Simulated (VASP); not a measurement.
# Ti (P6/mmm) in VASP: notebook

Runs on Ti. Level: PBE. Tasks: single point.

Everything below comes from runs of VASP 6.6.1. Logs are shortened: lines on timing, memory, paths and dates and some standing lists are left out, and cuts for length are marked.

**1. The cell of the first run**

It takes space group P6/mmm (No. 191, hexagonal). Conventional cell: a = 4.625 Å, b = 4.625 Å, c = 3.172 Å, α = 90.00°, β = 90.00°, γ = 120.00°. Ti (site symmetry 6/mmm) has 14 Ti at 3.11 to 3.17 Å within 4.1 Å. Ti (site symmetry -6m2) has 11 Ti at 2.67 to 3.17 Å within 3.5 Å.

This isn't the form of Ti at room conditions, which is hcp.

**2. Single point, PBE**

The input, INCAR:

```
SYSTEM = Ti
PREC = Accurate
ENCUT = 520
EDIFF = 1E-7
ISMEAR = 0
SIGMA = 0.15
LREAL = .FALSE.
LASPH = .TRUE.
NELM = 100
ALGO = Fast
ISIF = 2
LWAVE = .FALSE.
LCHARG = .FALSE.
GGA = PE
NBANDS = 25
```

The input, KPOINTS:

```
regular mesh
0
G
  12 12 14
  0 0 0
```

The input, POSCAR:

```
Ti
1.0
    4.6249000000      0.0000000000      0.0000000000
   -2.3124500000      4.0052808900      0.0000000000
    0.0000000000      0.0000000000      3.1716000000
Ti
3
Direct
    0.0000000000      0.0000000000      0.0000000000
    0.3333333333      0.6666666667      0.5000000000
    0.6666666667      0.3333333333      0.5000000000
```

Potentials or basis: VASP PAW PBE potentials, release 64 (Ti_sv).

Started as:

```bash
> cat potpaw_PBE.64/Ti_sv/POTCAR > POTCAR
> mpirun -np 1 vasp_std > vasp.out
```

OUTCAR:

```text
SYSTEM = Ti
   PREC = Accurate
   ENCUT = 520
   EDIFF = 1E-7
   ISMEAR = 0
   LREAL = .FALSE.
   LASPH = .TRUE.
   NELM = 100
   ISIF = 2
   GGA = PE

 ion  position               nearest neighbor table
   1  0.000  0.000  0.000-
   2  0.333  0.667  0.500-   3 2.67   3 2.67   3 2.67
   3  0.667  0.333  0.500-   2 2.67   2 2.67   2 2.67

  LATTYP: Found a hexagonal cell.
 ALAT       =     4.6249000000
 C/A-ratio  =     0.6857661787

  Lattice vectors:

 A1 = (   4.6249000000,   0.0000000000,   0.0000000000)
 A2 = (  -2.3124500000,   4.0052808900,   0.0000000000)
 A3 = (   0.0000000000,   0.0000000000,   3.1716000000)

Analysis of symmetry for initial positions (statically):
=====================================================================
 Subroutine PRICEL returns:
 Original cell was already a primitive cell.

 Routine SETGRP: Setting up the symmetry group for a
 hexagonal supercell.

 Subroutine GETGRP returns: Found 24 space group operations
 (whereof 24 operations were pure point group operations)
 out of a pool of 24 trial point group operations.

The static configuration has the point symmetry D_6h.

Analysis of symmetry for dynamics (positions and initial velocities):
=====================================================================
 Subroutine PRICEL returns:
 Original cell was already a primitive cell.

 Routine SETGRP: Setting up the symmetry group for a
 hexagonal supercell.

 Subroutine GETGRP returns: Found 24 space group operations
 (whereof 24 operations were pure point group operations)
 out of a pool of 24 trial point group operations.

The dynamic configuration has the point symmetry D_6h.

 Subroutine INISYM returns: Found 24 space group operations
 (whereof 24 operations are pure point group operations),
 and found     1 'primitive' translations

----------------------------------------------------------------------------------------

                                     Primitive cell

  volume of cell :      58.7508

  direct lattice vectors                    reciprocal lattice vectors
     4.624900000  0.000000000  0.000000000     0.216220891  0.124835190  0.000000000
    -2.312450000  4.005280890  0.000000000     0.000000000  0.249670380  0.000000000
     0.000000000  0.000000000  3.171600000     0.000000000  0.000000000  0.315298272

  length of vectors
     4.624900000  4.624900000  3.171600000     0.249670380  0.249670380  0.315298272

  position of ions in fractional coordinates (direct lattice)
     0.000000000  0.000000000  0.000000000
     0.333333333  0.666666667  0.500000000
     0.666666667  0.333333333  0.500000000

  ion indices of the primitive-cell ions
   primitive index   ion index
                 1           1
                 2           2
                 3           3

----------------------------------------------------------------------------------------

 KPOINTS: regular mesh

Automatic generation of k-mesh.
 Grid dimensions read from file:
 generate k-points for:   12   12   14

 Generating k-lattice:

  Cartesian coordinates                     Fractional coordinates (reciprocal lattice)
     0.018018408  0.010402932  0.000000000     0.083333333  0.000000000  0.000000000
     0.000000000  0.020805865  0.000000000     0.000000000  0.083333333  0.000000000
     0.000000000  0.000000000  0.022521305     0.000000000  0.000000000  0.071428571

  Length of vectors
     0.020805865  0.020805865  0.022521305

  Shift w.r.t. Gamma in fractional coordinates (k-lattice)
     0.000000000  0.000000000  0.000000000

 Subroutine IBZKPT returns following result:
 ===========================================

 Found    152 irreducible k-points:

 Following reciprocal coordinates:
            Coordinates               Weight
  0.000000  0.000000  0.000000      1.000000
  0.083333 -0.000000  0.000000      6.000000
  0.166667  0.000000  0.000000      6.000000
  0.250000  0.000000  0.000000      6.000000
  0.333333  0.000000  0.000000      6.000000
  0.416667  0.000000  0.000000      6.000000
[... 16 lines left out ...]
  0.250000  0.000000  0.071429     12.000000
  0.333333  0.000000  0.071429     12.000000
 [... further k-points ...]
   k-points           NKPTS =    152   k-points in BZ     NKDIM =    152   number of bands    NBANDS=     25
   number of dos      NEDOS =    301   number of ions     NIONS =      3
   total plane-waves  NPLWV =  31104
   dimension x,y,z NGX =    36 NGY =   36 NGZ =   24
   dimension x,y,z NGXF=    72 NGYF=   72 NGZF=   48
   ions per type =               3
   NGX,Y,Z   is equivalent  to a cutoff of  12.94, 12.94, 12.58 a.u.
   NGXF,Y,Z  is equivalent  to a cutoff of  25.88, 25.88, 25.16 a.u.
 SYSTEM =  Ti
   PREC   = accura    normal or accurate (medium, high low for compatibility)
   ISTART =      0    job   : 0-new  1-cont  2-samecut
   ICHARG =      2    charge: 1-file 2-atom 10-const
   ISPIN  =      1    spin polarized calculation?
   LNONCOLLINEAR =      F non collinear calculations
   LSORBIT =      F    spin-orbit coupling
   LASPH  =      T    aspherical Exc in radial PAW
   ENCUT  =  520.0 eV  38.22 Ry    6.18 a.u.   8.60  8.60  5.90*2*pi/ulx,y,z
   NELM   =    100;   NELMIN=  2; NELMDL= -5     # of ELM steps
   EDIFF  = 0.1E-06   stopping-criterion for ELM
   LREAL  =      F    real-space projection
   EDIFFG = 0.1E-05   stopping-criterion for IOM
   NSW    =      0    number of steps for IOM
   IBRION =     -1    ionic relax: 0-MD 1-quasi-New 2-CG
   NFREE  =      0    steps in history (QN), initial steepest desc. (CG)
   ISIF   =      2    stress and relaxation
   ISYM   =      2    0-nonsym 1-usesym 2-fastsym
   POTIM  = 0.5000    time-step for ionic-motion
   TEBEG  =    0.0;   TEEND  =   0.0 temperature during run
   PSTRESS=    0.0 pullay stress
   NELECT =      36.0000    total number of electrons
   NUPDOWN=      -1.0000    fix difference up-down
   EMIN   =  10.00;   EMAX   =-10.00  energy-range for DOS
   EFERMI =   0.00;   METHOD = LEGACY
   ISMEAR =     0;   SIGMA  =   0.15  broadening in eV -4-tet -1-fermi 0-gaus
   EFERMI_NEDOS =   21; number of points for ismear=-14 and -15
   IALGO  =     68    algorithm
   IMIX   =      4    mixing-type and parameters
     AMIX     =   0.40;   BMIX     =  1.00
     AMIX_MAG =   1.60;   BMIX_MAG =  1.00
  volume/ion in A,a.u.               =      19.58       132.16
  Fermi-wavevector in a.u.,A,eV,Ry     =   1.390500  2.627665 26.306743  1.933491
  Thomas-Fermi vector in A             =   2.514429
   LORBIT       =      0    0 simple, 1 ext, 2 COOP (PROOUT), +10 PAW based schemes
   GGA     = PE    functional components
   LHFCALC =     F    Hartree Fock is set to
   AEXX    =    0.0000 exact exchange contribution
   IVDW    =     0    specifies the selected vdW correction
   LEPSILON=     F    determine dielectric tensor
   LRPA    =     F    only Hartree local field effects (RPA)
 non-spin polarized calculation
 RMM-DIIS sequential band-by-band and
 Gauss-broadening in eV      SIGMA  =   0.15
  energy-cutoff  :      520.00
  volume of cell :       58.75
 maximum number of plane-waves:      1602
 NGX is ok and might be reduce to    36
   NGX = 17   NGY = 17   NGZ = 11

 number of electron      35.9999984 magnetization

 Free energy of the ion-electron system (eV)
  ---------------------------------------------------
  ext. energy  EPLUGINS =         0.00000000
  ---------------------------------------------------
  free energy    TOTEN  =       -23.05588150 eV

  energy without entropy =      -23.01270722  energy(sigma->0) =      -23.03429436

 E-fermi :   7.0689     XC(G=0): -10.9283

 val. band max:        7.0686073422   @ k =   0.3333   0.1667   0.4286
 cond. band min:       7.0714574149   @ k =   0.3333   0.2500   0.0000
 fundamental gap:      0.0028500728
 Fermi energy:         7.0689450862

 k-point     1 :       0.0000    0.0000    0.0000
  band No.  band energies     occupation
      1     -50.1635      2.00000
      2     -49.8135      2.00000
      3     -49.6616      2.00000
      4     -26.4403      2.00000
      5     -26.4403      2.00000
      6     -26.2297      2.00000
[... 17 lines left out ...]
     24       8.2492      0.00000
     25       8.2562      0.00000

 k-point     2 :       0.0833   -0.0000    0.0000
  band No.  band energies     occupation
      1     -50.1633      2.00000
      2     -49.8115      2.00000
      3     -49.6639      2.00000
      4     -26.4457      2.00000
      5     -26.4441      2.00000
      6     -26.2258      2.00000
[... 17 lines left out ...]
     24       8.3099      0.00000
     25       8.4861      0.00000

 k-point     3 :       0.1667    0.0000    0.0000
  band No.  band energies     occupation
      1     -50.1626      2.00000
      2     -49.8054      2.00000
      3     -49.6709      2.00000
      4     -26.4595      2.00000
      5     -26.4503      2.00000
      6     -26.2160      2.00000
[... 17 lines left out ...]
     24       8.4933      0.00000
     25       8.7580      0.00000

 k-point     4 :       0.2500    0.0000    0.0000
  band No.  band energies     occupation
      1     -50.1616      2.00000
      2     -49.7958      2.00000
      3     -49.6816      2.00000
      4     -26.4764      2.00000
      5     -26.4510      2.00000
      6     -26.2044      2.00000
[... 17 lines left out ...]
     24       8.7323      0.00000
     25       9.0270      0.00000

 k-point     5 :       0.3333    0.0000    0.0000
  band No.  band energies     occupation
      1     -50.1607      2.00000
      2     -49.7838      2.00000
      3     -49.6948      2.00000
      4     -26.4919      2.00000
      5     -26.4444      2.00000
      6     -26.1948      2.00000
[... 17 lines left out ...]
     24       8.9591      0.00000
     25       8.9922      0.00000

 k-point     6 :       0.4167    0.0000    0.0000
  band No.  band energies     occupation
      1     -50.1601      2.00000
      2     -49.7719      2.00000
      3     -49.7075      2.00000
      4     -26.5025      2.00000
      5     -26.4350      2.00000
      6     -26.1910      2.00000
[... 17 lines left out ...]
     24       8.5848      0.00000
     25       9.4704      0.00000
[... 393 lines left out ...]
 k-point    21 :       0.0833   -0.0000    0.0714
  band No.  band energies     occupation
      1     -50.1625      2.00000
      2     -49.8110      2.00000
      3     -49.6633      2.00000
      4     -26.4438      2.00000
      5     -26.4424      2.00000
      6     -26.2251      2.00000
[... 17 lines left out ...]
     24       8.2730      0.00000
     25       8.6190      0.00000

 k-point    22 :       0.1667    0.0000    0.0714
  band No.  band energies     occupation
      1     -50.1618      2.00000
      2     -49.8049      2.00000
      3     -49.6702      2.00000
      4     -26.4570      2.00000
      5     -26.4486      2.00000
      6     -26.2161      2.00000
[... 17 lines left out ...]
     24       8.4543      0.00000
     25       8.8570      0.00000

 k-point    23 :       0.2500    0.0000    0.0714
  band No.  band energies     occupation
      1     -50.1609      2.00000
      2     -49.7952      2.00000
      3     -49.6810      2.00000
      4     -26.4734      2.00000
      5     -26.4498      2.00000
      6     -26.2085      2.00000
[... 17 lines left out ...]
     24       8.6936      0.00000
     25       9.1409      0.00000

 k-point    24 :       0.3333    0.0000    0.0714
  band No.  band energies     occupation
      1     -50.1600      2.00000
      2     -49.7832      2.00000
      3     -49.6941      2.00000
      4     -26.4884      2.00000
      5     -26.4439      2.00000
      6     -26.2058      2.00000
[... 17 lines left out ...]
     24       8.9555      0.00000
     25       8.9982      0.00000

 [... further k-points ...]

------------------------ aborting loop because EDIFF is reached ----------------------------------------

  FORCE on cell =-STRESS in cart. coord.  units (eV):
  Direction    XX          YY          ZZ          XY          YZ          ZX
  --------------------------------------------------------------------------------------
  -------------------------------------------------------------------------------------
  Total       -2.5227150     -2.5227150     -7.3447266      0.0000000     -0.0000000      0.0000000
  in kB      -68.7962923    -68.7962923   -200.2960944      0.0000000     -0.0000000      0.0000000
  external PRESSURE =    -112.6295597 kB  Pullay stress =       0.0000000 kB

 VOLUME and BASIS-vectors are now :
 -----------------------------------------------------------------------------
  energy-cutoff  :      520.00
  volume of cell :       58.75
      direct lattice vectors                 reciprocal lattice vectors
     4.624900000  0.000000000  0.000000000     0.216220891  0.124835190  0.000000000
    -2.312450000  4.005280890  0.000000000     0.000000000  0.249670380  0.000000000
     0.000000000  0.000000000  3.171600000     0.000000000  0.000000000  0.315298272

 POSITION                                       TOTAL-FORCE (eV/Angst)
 -----------------------------------------------------------------------------------
      0.00000      0.00000      0.00000         0.000000      0.000000      0.000000
     -0.00000      2.67019      1.58580        -0.000000     -0.000000     -0.000000
      2.31245      1.33509      1.58580        -0.000000      0.000000      0.000000
 -----------------------------------------------------------------------------------
    total drift:                                0.000000      0.000000     -0.000000

  FREE ENERGIE OF THE ION-ELECTRON SYSTEM (eV)
  ---------------------------------------------------
  free  energy   TOTEN  =       -23.0558814981 eV

  energy  without entropy=      -23.0127072215  energy(sigma->0) =      -23.03429436
```

Run time: 9.1 min. Hardware: 1 thread of Intel Xeon 6975P-C (Granite Rapids), shared host; peak memory 0.29 GiB.

What came out:

* Free energy: -23.0559 eV
* Pressure: -11.3 GPa
* Band gap on the k mesh: zero (bands 18 and 19 overlap by 0.53 eV)

Stress tensor (GPa, compression positive):
```
 -6.88   0.00   0.00
  0.00  -6.88   0.00
  0.00   0.00 -20.03
```

Levels at points of the mesh, in eV from the Fermi level:
| k point | band 15 | band 16 | band 17 | band 18 | band 19 | band 20 | band 21 | band 22 |
| --- | --- | --- | --- | --- | --- | --- | --- | --- |
| (0.00, 0.00, 0.00) | -0.57 | -0.57 | -0.45 | -0.45 | 0.44 | 1.03 | 1.08 | 1.13 |
| (0.50, 0.00, 0.00) | -2.27 | -0.34 | -0.15 | -0.10 | 0.25 | 0.25 | 0.81 | 1.11 |
| (0.00, 0.00, 0.50) | -1.70 | -1.70 | -1.39 | -1.39 | 0.92 | 0.92 | 1.22 | 1.22 |
| (0.50, 0.00, 0.50) | -1.30 | -0.96 | -0.95 | -0.79 | 0.38 | 0.40 | 0.56 | 0.75 |

Caveat: the cell stands under tension.

**3. Single point, PBE**

This run uses another cell than the first one, of 19.62 Å³/atom.

The input, INCAR:

```
PREC = Accurate ; ENCUT = 520
EDIFF = 1E-6 ; ISMEAR = 0
SIGMA = 0.15 ; LREAL = False
LASPH = True ; NELM = 60
ALGO = Fast ; ISIF = 2
LWAVE = False ; LCHARG = False
GGA = PE ; NBANDS = 25
```

The input, KPOINTS:

```
regular mesh
0
Gamma
  12 12 14
```

The input, POSCAR:

```
Ti
1.0
    4.8996000000      0.0000000000      0.0000000000
   -2.4498000000      4.2431780684      0.0000000000
    0.0000000000      0.0000000000      2.8317615649
Ti
3
Direct
    0.0000000000      0.0000000000      0.0000000000
    0.3333333333      0.6666666667      0.5000000000
    0.6666666667      0.3333333333      0.5000000000
```

Potentials or basis: VASP PAW PBE potentials, release 64 (Ti_sv).

Started as:

```bash
> cat potpaw_PBE.64/Ti_sv/POTCAR > POTCAR
> mpirun -np 1 vasp_std > vasp.out
```

OUTCAR:

```text
PREC = Accurate
   ENCUT = 520
   EDIFF = 1E-6
   ISMEAR = 0
   LREAL = False
   LASPH = True
   NELM = 60
   ISIF = 2
   GGA = PE

 ion  position               nearest neighbor table
   1  0.000  0.000  0.000-
   2  0.333  0.667  0.500-   3 2.83   3 2.83   3 2.83
   3  0.667  0.333  0.500-   2 2.83   2 2.83   2 2.83

  LATTYP: Found a hexagonal cell.
 ALAT       =     4.8996000000
 C/A-ratio  =     0.5779577037

  Lattice vectors:

 A1 = (   4.8996000000,   0.0000000000,   0.0000000000)
 A2 = (  -2.4498000000,   4.2431780684,   0.0000000000)
 A3 = (   0.0000000000,   0.0000000000,   2.8317615649)

Analysis of symmetry for initial positions (statically):
=====================================================================
 Subroutine PRICEL returns:
 Original cell was already a primitive cell.

 Routine SETGRP: Setting up the symmetry group for a
 hexagonal supercell.

 Subroutine GETGRP returns: Found 24 space group operations
 (whereof 24 operations were pure point group operations)
 out of a pool of 24 trial point group operations.
[... 162 lines left out ...]
  free energy    TOTEN  =       -23.15430343 eV

  energy without entropy =      -23.11426782  energy(sigma->0) =      -23.13428562

 E-fermi :   6.9018     XC(G=0): -10.9337

 val. band max:        6.9012383141   @ k =   0.3333   0.3333   0.2143
 cond. band min:       6.9038145781   @ k =   0.4167   0.0833   0.1429
 fundamental gap:      0.0025762640
 Fermi energy:         6.9017561200

 k-point     1 :       0.0000    0.0000    0.0000
  band No.  band energies     occupation
      1     -50.1242      2.00000
      2     -49.8915      2.00000
      3     -49.8130      2.00000
      4     -26.3969      2.00000
      5     -26.3969      2.00000
      6     -26.2282      2.00000
[... 661 lines left out ...]
     24       8.6914      0.00000
     25       9.4153      0.00000

 [... further k-points ...]

------------------------ aborting loop because EDIFF is reached ----------------------------------------

  FORCE on cell =-STRESS in cart. coord.  units (eV):
  Direction    XX          YY          ZZ          XY          YZ          ZX
  --------------------------------------------------------------------------------------
  -------------------------------------------------------------------------------------
  Total       -5.4014199     -5.4014199     -2.0125582      0.0000000     -0.0000000      0.0000000
  in kB     -146.9975019   -146.9975019    -54.7709749      0.0000000     -0.0000000      0.0000000
  external PRESSURE =    -116.2553262 kB  Pullay stress =       0.0000000 kB

 VOLUME and BASIS-vectors are now :
 -----------------------------------------------------------------------------
  energy-cutoff  :      520.00
  volume of cell :       58.87
      direct lattice vectors                 reciprocal lattice vectors
     4.899600000  0.000000000  0.000000000     0.204098294  0.117836205  0.000000000
    -2.449800000  4.243178068  0.000000000     0.000000000  0.235672410  0.000000000
     0.000000000  0.000000000  2.831761565     0.000000000  0.000000000  0.353137076

 POSITION                                       TOTAL-FORCE (eV/Angst)
 -----------------------------------------------------------------------------------
      0.00000      0.00000      0.00000         0.000000      0.000000     -0.000000
     -0.00000      2.82879      1.41588        -0.000000      0.000000     -0.000000
      2.44980      1.41439      1.41588        -0.000000     -0.000000      0.000000
 -----------------------------------------------------------------------------------
    total drift:                                0.000000      0.000000     -0.000000

  FREE ENERGIE OF THE ION-ELECTRON SYSTEM (eV)
  ---------------------------------------------------
  free  energy   TOTEN  =       -23.1543034254 eV

  energy  without entropy=      -23.1142678151  energy(sigma->0) =      -23.13428562
```

Wall time 4.7 min (1 thread of Intel Xeon 6975P-C (Granite Rapids), shared host); peak memory 0.29 GiB.

What came out:

```
Free energy            : -23.1543 eV
Pressure               : -11.6 GPa
Band gap on the k mesh : zero (bands 18 and 19 overlap by 0.35 eV)
```

Levels at points of the mesh, in eV from the Fermi level:
| k point | band 14 | band 15 | band 16 | band 17 | band 18 | band 19 | band 20 | band 21 | band 22 | band 23 |
| --- | --- | --- | --- | --- | --- | --- | --- | --- | --- | --- |
| (0.00, 0.00, 0.00) | -1.52 | -0.66 | -0.66 | -0.57 | -0.57 | -0.32 | 0.34 | 1.14 | 1.14 | 1.97 |
| (0.50, 0.00, 0.00) | -3.49 | -2.24 | -0.37 | -0.33 | -0.21 | 0.07 | 0.25 | 0.58 | 1.46 | 2.06 |
| (0.00, 0.00, 0.50) | -1.59 | -1.59 | -1.30 | -1.22 | -1.22 | 0.82 | 0.82 | 1.22 | 1.22 | 2.49 |
| (0.50, 0.00, 0.50) | -1.74 | -1.35 | -0.85 | -0.49 | -0.18 | 0.41 | 0.87 | 0.90 | 1.01 | 1.94 |

Caveat: the cell stands under tension.

(Part 1 of 2 ends here.)
